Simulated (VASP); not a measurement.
The system is InP.

```
In P
1.0
     3.73697    0.00000    0.00000
     0.00000    3.73697    0.00000
     0.00000    0.00000    3.73697
In P
1 1
Direct
  0.00000 0.00000 0.00000
  0.50000 0.50000 0.50000
```

```yaml
Program: VASP 6.6.1
Task: relaxation of cell and atoms
Functional: r2SCAN
Potentials_or_basis: VASP PAW PBE potentials, release 64 (In_d, P)
Cutoff: 600 eV
k_mesh: 6 × 6 × 6
Occupations: gaussian, width 0.1 eV
Spin: no spin polarisation
```

At the start: pressure -10.0 GPa; volume 26.09 Å³/atom.

Question: How do energy, volume and symmetry change on relaxing?

Answer: Over 3 steps the energy falls by 248.0 meV/atom and the volume is 19.92 Å³/atom (-23.6 %); space group Pm-3m (No. 221, to 0.1 Å) before and after.

Step by step:
```
step  energy change (eV)  largest force (eV/Å)  pressure (GPa)  volume (Å³)
   1              0.0000                0.0000          -10.00        52.19
   2             -0.4909                0.0000           -1.64        40.82
   3             -0.4960                0.0000            0.01        39.85
```

Final structure:
```
In P
1.0
     3.41565    0.00000    0.00000
     0.00000    3.41565    0.00000
     0.00000    0.00000    3.41565
In P
1 1
Direct
  0.00000 0.00000 0.00000
  0.50000 0.50000 0.50000
```

Caveat: the volume moved by over 15 % at a fixed basis, so the end points are rough; the highest band is partly filled, so the run has too few bands; the PAW data sets were made with another functional, which shifts forces and pressure a little.
